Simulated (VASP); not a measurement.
# Ta4C3 (P4mm) in VASP: further runs

Ta4C3 is run at these levels: PBEsol; tasks: single point.

All numbers are computed with VASP 6.6.1; they aren't measurements. Logs are shortened: lines on timing, memory, paths and dates and some standing lists are left out, and cuts for length are marked.

**1. The cell of the first run**

The structure is tetragonal, space group P4mm (No. 99). The conventional cell has a = 4.403 Å, b = 4.403 Å, c = 4.403 Å, α = 90.00°, β = 90.00°, γ = 90.00°. Ta (site symmetry 4mm) has 4 C at 2.20 Å within 2.9 Å. Within 2.9 Å of Ta (site symmetry 2mm) lie 4 C at 2.20 Å. Ta (site symmetry 4mm) has 6 C at 2.18 to 2.22 Å within 2.9 Å. Within 2.9 Å of C (site symmetry 4mm) lie 6 Ta at 2.18 to 2.22 Å. Within 2.9 Å of C (site symmetry 2mm) lie 6 Ta at 2.20 Å.

**2. Single point, PBEsol (atoms displaced along a vibrational mode)**

Input file INCAR:

```
PREC     = Accurate       # precision mode
ENCUT    = 520            # plane-wave cutoff, eV
EDIFF    = 1E-6           # SCF threshold, eV
ISMEAR   = 0              # smearing method
SIGMA    = 0.15           # smearing width, eV
LREAL    = F              # projectors in reciprocal space
LASPH    = T              # aspherical terms in the spheres
NELM     = 100            # most SCF steps
ALGO     = Normal         # electronic algorithm
ISIF     = 2              # what is computed and relaxed
LWAVE    = F              # write WAVECAR
LCHARG   = T              # write CHGCAR
GGA      = PS             # functional
LELF     = T              # ELF
LVHAR    = T            
NBANDS   = 37             # bands
```

Input file KPOINTS:

```
Automatic mesh
0
Gamma
  10 10 10
```

Input file POSCAR:

```
Ta4C3
1.0
    4.4026022057      0.0000000000      0.0000000000
    0.0000000000      4.4026022057      0.0000000000
    0.0000000000      0.0000000000      4.4026022057
Ta C
4 3
Direct
   -0.0204424556      0.5000000000      0.5000000000
    0.5053816421      0.0000000000      0.5000000000
    0.5053816421      0.5000000000      0.0000000000
    0.0087834596      0.0000000000      0.0000000000
    0.5039215033      0.0000000000      0.0000000000
    0.0047862775      0.5000000000      0.0000000000
    0.0047862775      0.0000000000      0.5000000000
```

Potentials or basis: VASP PAW PBE potentials, release 64 (Ta_pv, C).

Run with:

```bash
cat potpaw_PBE.64/Ta_pv/POTCAR potpaw_PBE.64/C/POTCAR > POTCAR
mpirun -np 1 vasp_std > vasp.out
```

OUTCAR:

```text
PREC = Accurate
   ENCUT = 520
   EDIFF = 1E-6
   ISMEAR = 0
   LREAL = F
   LASPH = T
   NELM = 100
   ISIF = 2
   GGA = PS

 ion  position               nearest neighbor table
   1  0.980  0.500  0.500-   6 2.20   7 2.20   6 2.20   7 2.20   3 3.03   2 3.03   2 3.03   3 3.03
                             4 3.12   4 3.12   4 3.12   4 3.12   2 3.19   3 3.19   3 3.19   2 3.19
   2  0.505  0.000  0.500-   7 2.20   5 2.20   5 2.20   7 2.20   1 3.03   1 3.03   4 3.10   4 3.10
                             3 3.11   3 3.11   3 3.11   3 3.11   4 3.12   4 3.12   1 3.19   1 3.19
   3  0.505  0.500  0.000-   6 2.20   5 2.20   5 2.20   6 2.20   1 3.03   1 3.03   4 3.10   4 3.10
                             2 3.11   2 3.11   2 3.11   2 3.11   4 3.12   4 3.12   1 3.19   1 3.19
   4  0.009  0.000  0.000-   5 2.18   6 2.20   7 2.20   7 2.20   6 2.20   5 2.22   3 3.10   3 3.10
                             2 3.10   2 3.10   1 3.12   1 3.12   1 3.12   1 3.12   3 3.12   2 3.12
   5  0.504  0.000  0.000-   4 2.18   3 2.20   2 2.20   2 2.20   3 2.20   4 2.22
   6  0.005  0.500  0.000-   3 2.20   4 2.20   4 2.20   3 2.20   1 2.20   1 2.20
   7  0.005  0.000  0.500-   2 2.20   4 2.20   4 2.20   2 2.20   1 2.20   1 2.20

  LATTYP: Found a simple cubic cell.
 ALAT       =     4.4026022057

  Lattice vectors:

 A1 = (   4.4026022057,   0.0000000000,   0.0000000000)
 A2 = (   0.0000000000,   4.4026022057,   0.0000000000)
 A3 = (   0.0000000000,   0.0000000000,   4.4026022057)

Analysis of symmetry for initial positions (statically):
=====================================================================
 Subroutine PRICEL returns:
 Original cell was already a primitive cell.

 Routine SETGRP: Setting up the symmetry group for a
 simple cubic supercell.

 Subroutine GETGRP returns: Found  8 space group operations
 (whereof  8 operations were pure point group operations)
 out of a pool of 48 trial point group operations.

The static configuration has the point symmetry C_4v.

Analysis of symmetry for dynamics (positions and initial velocities):
=====================================================================
 Subroutine PRICEL returns:
 Original cell was already a primitive cell.

 Routine SETGRP: Setting up the symmetry group for a
 simple cubic supercell.

 Subroutine GETGRP returns: Found  8 space group operations
 (whereof  8 operations were pure point group operations)
 out of a pool of 48 trial point group operations.

The dynamic configuration has the point symmetry C_4v.

 Subroutine INISYM returns: Found  8 space group operations
 (whereof  8 operations are pure point group operations),
 and found     1 'primitive' translations

----------------------------------------------------------------------------------------

                                     Primitive cell

  volume of cell :      85.3352

  direct lattice vectors                    reciprocal lattice vectors
     4.402602206  0.000000000  0.000000000     0.227138395  0.000000000  0.000000000
     0.000000000  4.402602206  0.000000000     0.000000000  0.227138395  0.000000000
     0.000000000  0.000000000  4.402602206     0.000000000  0.000000000  0.227138395

  length of vectors
     4.402602206  4.402602206  4.402602206     0.227138395  0.227138395  0.227138395

  position of ions in fractional coordinates (direct lattice)
     0.979557544  0.500000000  0.500000000
     0.505381642  0.000000000  0.500000000
     0.505381642  0.500000000  0.000000000
     0.008783460  0.000000000  0.000000000
     0.503921503  0.000000000  0.000000000
     0.004786278  0.500000000  0.000000000
     0.004786278  0.000000000  0.500000000

  ion indices of the primitive-cell ions
   primitive index   ion index
                 1           1
                 2           2
                 3           3
                 4           4
                 5           5
                 6           6
                 7           7

----------------------------------------------------------------------------------------

 KPOINTS: Automatic mesh

Automatic generation of k-mesh.
 Grid dimensions read from file:
 generate k-points for:   10   10   10

 Generating k-lattice:

  Cartesian coordinates                     Fractional coordinates (reciprocal lattice)
     0.022713840  0.000000000  0.000000000     0.100000000  0.000000000  0.000000000
     0.000000000  0.022713840  0.000000000     0.000000000  0.100000000  0.000000000
     0.000000000  0.000000000  0.022713840     0.000000000  0.000000000  0.100000000

  Length of vectors
     0.022713840  0.022713840  0.022713840

  Shift w.r.t. Gamma in fractional coordinates (k-lattice)
     0.000000000  0.000000000  0.000000000

 Subroutine IBZKPT returns following result:
 ===========================================

 Found    126 irreducible k-points:

 Following reciprocal coordinates:
            Coordinates               Weight
  0.000000  0.000000  0.000000      1.000000
  0.100000  0.000000  0.000000      2.000000
  0.000000  0.100000  0.000000      4.000000
  0.200000  0.000000  0.000000      2.000000
  0.000000  0.200000  0.000000      4.000000
  0.300000  0.000000  0.000000      2.000000
[... 16 lines left out ...]
  0.500000  0.100000  0.000000      4.000000
  0.000000  0.500000  0.100000      4.000000
 [... further k-points ...]
   k-points           NKPTS =    126   k-points in BZ     NKDIM =    126   number of bands    NBANDS=     37
   number of dos      NEDOS =    301   number of ions     NIONS =      7
   total plane-waves  NPLWV =  46656
   dimension x,y,z NGX =    36 NGY =   36 NGZ =   36
   dimension x,y,z NGXF=    72 NGYF=   72 NGZF=   72
   ions per type =               4   3
   NGX,Y,Z   is equivalent  to a cutoff of  13.59, 13.59, 13.59 a.u.
   NGXF,Y,Z  is equivalent  to a cutoff of  27.19, 27.19, 27.19 a.u.
 SYSTEM =  unknown system
   PREC   = accura    normal or accurate (medium, high low for compatibility)
   ISTART =      0    job   : 0-new  1-cont  2-samecut
   ICHARG =      2    charge: 1-file 2-atom 10-const
   ISPIN  =      1    spin polarized calculation?
   LNONCOLLINEAR =      F non collinear calculations
   LSORBIT =      F    spin-orbit coupling
   LASPH  =      T    aspherical Exc in radial PAW
   ENCUT  =  520.0 eV  38.22 Ry    6.18 a.u.   8.19  8.19  8.19*2*pi/ulx,y,z
   NELM   =    100;   NELMIN=  2; NELMDL= -5     # of ELM steps
   EDIFF  = 0.1E-05   stopping-criterion for ELM
   LREAL  =      F    real-space projection
   EDIFFG = 0.1E-04   stopping-criterion for IOM
   NSW    =      0    number of steps for IOM
   IBRION =     -1    ionic relax: 0-MD 1-quasi-New 2-CG
   NFREE  =      0    steps in history (QN), initial steepest desc. (CG)
   ISIF   =      2    stress and relaxation
   ISYM   =      2    0-nonsym 1-usesym 2-fastsym
   POTIM  = 0.5000    time-step for ionic-motion
   TEBEG  =    0.0;   TEEND  =   0.0 temperature during run
   PSTRESS=    0.0 pullay stress
   NELECT =      56.0000    total number of electrons
   NUPDOWN=      -1.0000    fix difference up-down
   EMIN   =  10.00;   EMAX   =-10.00  energy-range for DOS
   EFERMI =   0.00;   METHOD = LEGACY
   ISMEAR =     0;   SIGMA  =   0.15  broadening in eV -4-tet -1-fermi 0-gaus
   EFERMI_NEDOS =   21; number of points for ismear=-14 and -15
   IALGO  =     38    algorithm
   IMIX   =      4    mixing-type and parameters
     AMIX     =   0.40;   BMIX     =  1.00
     AMIX_MAG =   1.60;   BMIX_MAG =  1.00
  volume/ion in A,a.u.               =      12.19        82.27
  Fermi-wavevector in a.u.,A,eV,Ry     =   1.422639  2.688398 27.536857  2.023902
  Thomas-Fermi vector in A             =   2.543321
   LORBIT       =      0    0 simple, 1 ext, 2 COOP (PROOUT), +10 PAW based schemes
   GGA     = PS    functional components
   LHFCALC =     F    Hartree Fock is set to
   AEXX    =    0.0000 exact exchange contribution
   IVDW    =     0    specifies the selected vdW correction
   LEPSILON=     F    determine dielectric tensor
   LRPA    =     F    only Hartree local field effects (RPA)
 non-spin polarized calculation
 Gauss-broadening in eV      SIGMA  =   0.15
  energy-cutoff  :      520.00
  volume of cell :       85.34
 maximum number of plane-waves:      2325
 NGX is ok and might be reduce to    36
   NGX = 17   NGY = 17   NGZ = 17

 number of electron      56.0000005 magnetization

 Free energy of the ion-electron system (eV)
  ---------------------------------------------------
  ext. energy  EPLUGINS =         0.00000000
  ---------------------------------------------------
  free energy    TOTEN  =       -82.73615701 eV

  energy without entropy =      -82.69361663  energy(sigma->0) =      -82.71488682

 E-fermi :   7.1898     XC(G=0): -13.1085

 val. band max:        7.1876402194   @ k =   0.0000   0.4000   0.1000
 cond. band min:       7.1912051322   @ k =   0.0000   0.5000   0.3000
 fundamental gap:      0.0035649128
 Fermi energy:         7.1897522743

 k-point     1 :       0.0000    0.0000    0.0000
  band No.  band energies     occupation
      1     -28.0492      2.00000
      2     -28.0457      2.00000
      3     -28.0457      2.00000
      4     -27.3850      2.00000
      5     -27.3850      2.00000
      6     -27.3834      2.00000
[... 29 lines left out ...]
     36      11.0730      0.00000
     37      11.9248      0.00000

 k-point     2 :       0.1000    0.0000    0.0000
  band No.  band energies     occupation
      1     -28.0410      2.00000
      2     -28.0402      2.00000
      3     -28.0402      2.00000
      4     -27.3858      2.00000
      5     -27.3858      2.00000
      6     -27.3848      2.00000
[... 29 lines left out ...]
     36      11.3068      0.00000
     37      11.9063      0.00000

 k-point     3 :       0.0000    0.1000    0.0000
  band No.  band energies     occupation
      1     -28.0445      2.00000
      2     -28.0404      2.00000
      3     -28.0369      2.00000
      4     -27.3865      2.00000
      5     -27.3842      2.00000
      6     -27.3834      2.00000
[... 29 lines left out ...]
     36      11.3218      0.00000
     37      11.8660      0.00000

 k-point     4 :       0.2000    0.0000    0.0000
  band No.  band energies     occupation
      1     -28.0254      2.00000
      2     -28.0254      2.00000
      3     -28.0186      2.00000
      4     -27.3904      2.00000
      5     -27.3904      2.00000
      6     -27.3885      2.00000
[... 29 lines left out ...]
     36      11.5515      0.00000
     37      11.5515      0.00000
[... 683 lines left out ...]
      1     -28.0019      2.00000
      2     -27.9866      2.00000
      3     -27.9640      2.00000
      4     -27.4380      2.00000
      5     -27.3943      2.00000
      6     -27.3854      2.00000
[... 29 lines left out ...]
     36      10.7680      0.00000
     37      11.4090      0.00000

 k-point    23 :       0.5000    0.1000    0.0000
  band No.  band energies     occupation
      1     -27.9883      2.00000
      2     -27.9785      2.00000
      3     -27.9620      2.00000
      4     -27.4341      2.00000
      5     -27.4130      2.00000
      6     -27.4008      2.00000
[... 29 lines left out ...]
     36      10.5524      0.00000
     37      11.2820      0.00000

 k-point    24 :       0.0000    0.5000    0.1000
  band No.  band energies     occupation
      1     -27.9911      2.00000
      2     -27.9827      2.00000
      3     -27.9588      2.00000
      4     -27.4317      2.00000
      5     -27.4126      2.00000
      6     -27.3861      2.00000
[... 29 lines left out ...]
     36      10.5825      0.00000
     37      11.1755      0.00000

 [... further k-points ...]

------------------------ aborting loop because EDIFF is reached ----------------------------------------

  FORCE on cell =-STRESS in cart. coord.  units (eV):
  Direction    XX          YY          ZZ          XY          YZ          ZX
  --------------------------------------------------------------------------------------
  -------------------------------------------------------------------------------------
  Total        0.4391262      0.5712975      0.5712975     -0.0000000      0.0000000      0.0000000
  in kB        8.2446382     10.7261667     10.7261667     -0.0000000      0.0000000      0.0000000
  external PRESSURE =       9.8989905 kB  Pullay stress =       0.0000000 kB

 VOLUME and BASIS-vectors are now :
 -----------------------------------------------------------------------------
  energy-cutoff  :      520.00
  volume of cell :       85.34
      direct lattice vectors                 reciprocal lattice vectors
     4.402602206  0.000000000  0.000000000     0.227138395  0.000000000  0.000000000
     0.000000000  4.402602206  0.000000000     0.000000000  0.227138395  0.000000000
     0.000000000  0.000000000  4.402602206     0.000000000  0.000000000  0.227138395

 POSITION                                       TOTAL-FORCE (eV/Angst)
 -----------------------------------------------------------------------------------
      4.31260      2.20130      2.20130         0.696941      0.000000     -0.000000
      2.22499      0.00000      2.20130        -0.182763     -0.000000     -0.000000
      2.22499      2.20130      0.00000        -0.182763      0.000000      0.000000
      0.03867      0.00000      0.00000        -0.320037     -0.000000      0.000000
      2.21857      0.00000      0.00000        -0.003383      0.000000     -0.000000
      0.02107      2.20130      0.00000        -0.003997      0.000000     -0.000000
      0.02107      0.00000      2.20130        -0.003997      0.000000      0.000000
 -----------------------------------------------------------------------------------
    total drift:                               -0.000291     -0.000000     -0.000001

  FREE ENERGIE OF THE ION-ELECTRON SYSTEM (eV)
  ---------------------------------------------------
  free  energy   TOTEN  =       -82.7361570060 eV

  energy  without entropy=      -82.6936166330  energy(sigma->0) =      -82.71488682
```

Wall time 2.8 min (1 thread of Intel Xeon 6975P-C (Granite Rapids), shared host); peak memory 0.42 GiB.

Results:

| Property | Result |
| --- | --- |
| Free energy | -82.7362 eV |
| Pressure | 1.0 GPa |
| Largest force | 0.697 eV/Å |
| Band gap on the k mesh | zero (bands 28 and 29 overlap by 0.99 eV) |

Forces on the atoms (eV/Å):
```
Ta   0.697  0.000  0.000
Ta  -0.183  0.000  0.000
Ta  -0.183  0.000  0.000
Ta  -0.320  0.000  0.000
C   -0.003  0.000  0.000
C   -0.004  0.000  0.000
C   -0.004  0.000  0.000
```

Caveat: the cell differs from its parent crystal (atoms displaced along a vibrational mode); the PAW data sets were made with another functional, which shifts forces and pressure a little; spin-orbit coupling is left out, which moves the levels of the heavy elements.

**3. Single point, PBEsol (atoms displaced along a vibrational mode)**

Input file INCAR:

```
SYSTEM = Ta4C3
ALGO     = Normal         ! electronic algorithm
EDIFF    = 1E-7           ! SCF threshold, eV
ENCUT    = 520            ! plane-wave cutoff, eV
GGA      = PS             ! functional
ISIF     = 2              ! what is computed and relaxed
ISMEAR   = 0              ! smearing method
LASPH    = .True.         ! aspherical terms in the spheres
LCHARG   = .False.        ! write CHGCAR
LREAL    = .False.        ! projectors in reciprocal space
LWAVE    = .False.        ! write WAVECAR
NBANDS   = 37             ! bands
NELM     = 100            ! most SCF steps
PREC     = Accurate       ! precision mode
SIGMA    = 0.15           ! smearing width, eV
```

Input file KPOINTS:

```
k-points
0
Gamma
  10 10 10
  0 0 0
```

Input file POSCAR:

```
Ta4C3
1.0
    4.4026022057      0.0000000000      0.0000000000
    0.0000000000      4.4026022057      0.0000000000
    0.0000000000      0.0000000000      4.4026022057
Ta C
4 3
Direct
    0.0136283037      0.5000000000      0.5000000000
    0.4964122386      0.0000000000      0.5000000000
    0.4964122386      0.5000000000      0.0000000000
   -0.0058556397      0.0000000000      0.0000000000
    0.4973856645      0.0000000000      0.0000000000
   -0.0031908517      0.5000000000      0.0000000000
   -0.0031908517      0.0000000000      0.5000000000
```

Potentials or basis: VASP PAW PBE potentials, release 64 (Ta_pv, C).

Run with:

```bash
cat potpaw_PBE.64/Ta_pv/POTCAR potpaw_PBE.64/C/POTCAR > POTCAR
mpirun -np 1 vasp_std > vasp.out
```

It took 2.6 min on 1 thread of Intel Xeon 6975P-C (Granite Rapids), shared host; peak memory 0.42 GiB.

It converged, with:

- Free energy: -82.7597 eV
- Pressure: 0.8 GPa
- Largest force: 0.475 eV/Å
- Band gap on the k mesh: zero (bands 28 and 29 overlap by 1.00 eV)

Forces in eV/Å, atoms in the order of the input:
```
Ta  -0.475  0.000  0.000
Ta   0.125  0.000  0.000
Ta   0.125  0.000  0.000
Ta   0.211  0.000  0.000
C    0.003  0.000  0.000
C    0.005  0.000  0.000
C    0.005  0.000  0.000
```

Stress tensor (GPa, compression positive):
```
0.76 0.00 0.00
0.00 0.88 0.00
0.00 0.00 0.88
```

Levels at points of the mesh, in eV from the Fermi level:
```csv
k point,band 26,band 27,band 28,band 29,band 30,band 31
"(0.00, 0.00, 0.00)",-0.55,-0.55,-0.55,-0.55,-0.51,-0.51
"(0.50, 0.00, 0.00)",-1.92,-1.92,0.25,0.25,0.86,2.04
"(0.00, 0.50, 0.00)",-1.91,-1.90,0.28,0.28,0.80,2.02
"(0.50, 0.50, 0.00)",-1.72,-0.37,-0.32,1.73,1.76,1.83
"(0.00, 0.50, 0.50)",-1.62,-0.37,-0.37,1.75,1.80,1.80
"(0.50, 0.50, 0.50)",-1.10,-1.06,-0.03,3.39,3.40,3.40
```

Caveat: the cell differs from its parent crystal (atoms displaced along a vibrational mode); the PAW data sets were made with another functional, which shifts forces and pressure a little; spin-orbit coupling is left out, which moves the levels of the heavy elements.
